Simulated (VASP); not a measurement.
## NaTmI4: single point with PBE

Crystal: NaTmI4.

```
Na Tm I
1.0
     0.00000    4.93480    4.93480
     4.93480    0.00000    4.93480
     4.93480    4.93480    0.00000
Na Tm I
1 1 4
Direct
  0.25000 0.25000 0.25000
  0.00000 0.00000 0.00000
  0.62487 0.12538 0.62487
  0.62487 0.62487 0.12538
  0.62487 0.62487 0.62487
  0.12538 0.62487 0.62487
```

The cell was built from a structure type or drawn by symmetry, and may not be a known phase.

```yaml
Program: VASP 6.6.1
Task: single point
Functional: PBE
Potentials_or_basis: VASP PAW PBE potentials, release 64 (Na_pv, Tm_3, I), 4f in core
Cutoff: 500 eV
k_mesh: 4 × 4 × 4
Occupations: gaussian, width 0.1 eV
Spin: no spin polarisation
Dipole_correction: no
Mended: yes
Further_INCAR_settings: ALGO = Normal; EDIFF = 1e-06; NBANDS = 31
```

The pressure is 0.7 GPa. The largest force is 0.052 eV/Å and the band gap on the k mesh is zero (bands 22 and 23 overlap by 0.25 eV).

Forces in eV/Å, atoms in the order of the input:
```
Na   0.000  0.000  0.000
Tm   0.000  0.000  0.000
I   -0.030  0.030 -0.030
I   -0.030 -0.030  0.030
I    0.030  0.030  0.030
I    0.030 -0.030 -0.030
```

Levels at points of the mesh, in eV from the Fermi level:
| k point | band 19 | band 20 | band 21 | band 22 | band 23 | band 24 |
| --- | --- | --- | --- | --- | --- | --- |
| (0.00, 0.00, 0.00) | -0.59 | -0.59 | 0.23 | 0.23 | 0.23 | 0.75 |
| (0.50, 0.00, 0.00) | -2.34 | -0.57 | -0.41 | 0.05 | 0.05 | 0.31 |
| (0.50, 0.50, 0.00) | -2.30 | -2.22 | -0.03 | -0.03 | 0.20 | 0.72 |

It took 57 s on 1 thread of AMD EPYC 9R45 96-Core Processor (Zen 5), on a shared host, peak memory 0.38 GiB.

Caveat: spin-orbit coupling is left out, which moves the levels of the heavy elements; the 4f electrons are frozen in the core, so they carry no moment and show no levels; the run has no spin polarisation, though such a crystal can be magnetic. Spin polarisation is off, so any magnetic state and its effect on volume and gap are missing.
